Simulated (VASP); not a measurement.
Wanted: the native input for a VASP 6.6.1 run.

* Task: single point
* Functional: r2SCAN
* Potentials or basis: VASP PAW PBE potentials, release 64 (Eu)
* Cutoff: 520 eV
* k mesh: 8 × 8 × 8
* Occupations: fermi-dirac, width 0.05 eV
* Spin: collinear spin, ferromagnetic start
* Starting moments: [7.0] μB
* Dipole correction: no
* Further INCAR settings: ALGO = Normal; EDIFF = 1e-06; NBANDS = 18

Eu:

```xyz
1
Lattice="-2.3183 2.3183 2.3183 2.3183 -2.3183 2.3183 2.3183 2.3183 -2.3183" Properties=species:S:1:pos:R:3 pbc="T T T"
Eu    0.0000    0.0000    0.0000
```

One way to write it, as run:

POSCAR

```
Eu
1.0
   -2.3182521001      2.3182521001      2.3182521001
    2.3182521001     -2.3182521001      2.3182521001
    2.3182521001      2.3182521001     -2.3182521001
Eu
1
Direct
    0.0000000000      0.0000000000      0.0000000000
```

INCAR.step1

```
SYSTEM = Eu
PREC     = Accurate       ! precision mode
ENCUT    = 520            ! plane-wave cutoff, eV
ISMEAR   = -1             ! smearing method
SIGMA    = 0.05           ! smearing width, eV
LREAL    = .FALSE.        ! projectors in reciprocal space
LASPH    = .TRUE.         ! aspherical terms in the spheres
NELM     = 150            ! most SCF steps
ISPIN    = 2              ! spin polarisation
MAGMOM   = 7              ! initial moments
LMAXMIX  = 6              ! l up to which the mixer works
NBANDS   = 18             ! bands
GGA      = PE             ! functional
ALGO     = Normal         ! electronic algorithm
EDIFF    = 1E-4           ! SCF threshold, eV
LWAVE    = .TRUE.         ! write WAVECAR
LCHARG   = .FALSE.        ! write CHGCAR
```

INCAR.step2

```
SYSTEM = Eu
PREC     = Accurate       ! precision mode
ENCUT    = 520            ! plane-wave cutoff, eV
EDIFF    = 1E-6           ! SCF threshold, eV
ISMEAR   = -1             ! smearing method
SIGMA    = 0.05           ! smearing width, eV
LREAL    = .FALSE.        ! projectors in reciprocal space
LASPH    = .TRUE.         ! aspherical terms in the spheres
NELM     = 150            ! most SCF steps
ALGO     = Normal         ! electronic algorithm
ISIF     = 2              ! what is computed and relaxed
LWAVE    = .FALSE.        ! write WAVECAR
LCHARG   = .TRUE.         ! write CHGCAR
ISPIN    = 2              ! spin polarisation
MAGMOM   = 7              ! initial moments
LORBIT   = 11             ! projections on sites
LMAXMIX  = 6              ! l up to which the mixer works
METAGGA  = R2SCAN         ! meta-GGA
LMIXTAU  = .TRUE.       
LELF     = .TRUE.         ! ELF
LVHAR    = .TRUE.       
NBANDS   = 18             ! bands
ISTART   = 1
```

KPOINTS

```
Automatic mesh
0
G
  8 8 8
  0 0 0
```

Potentials or basis: VASP PAW PBE potentials, release 64 (Eu).

Command:

```console
$ cat potpaw_PBE.64/Eu/POTCAR > POTCAR
$ cp INCAR.step1 INCAR
$ mpirun -np 1 vasp_std > vasp.out
$ cp INCAR.step2 INCAR
$ mpirun -np 1 vasp_std > vasp.out
```

It gave:

```json
{"Pressure": "-1.7 GPa", "Net moment": "7.72 μB per cell", "Site moments": "Eu +6.70 μB", "Valence electrons inside the program's atomic spheres": "Eu 14.78"}
```

Caveat: the PAW data sets were made with another functional, which shifts forces and pressure a little.

Run time: 4.7 min on 1 thread of AMD EPYC 7R13, on a shared host, peak memory 0.23 GiB.
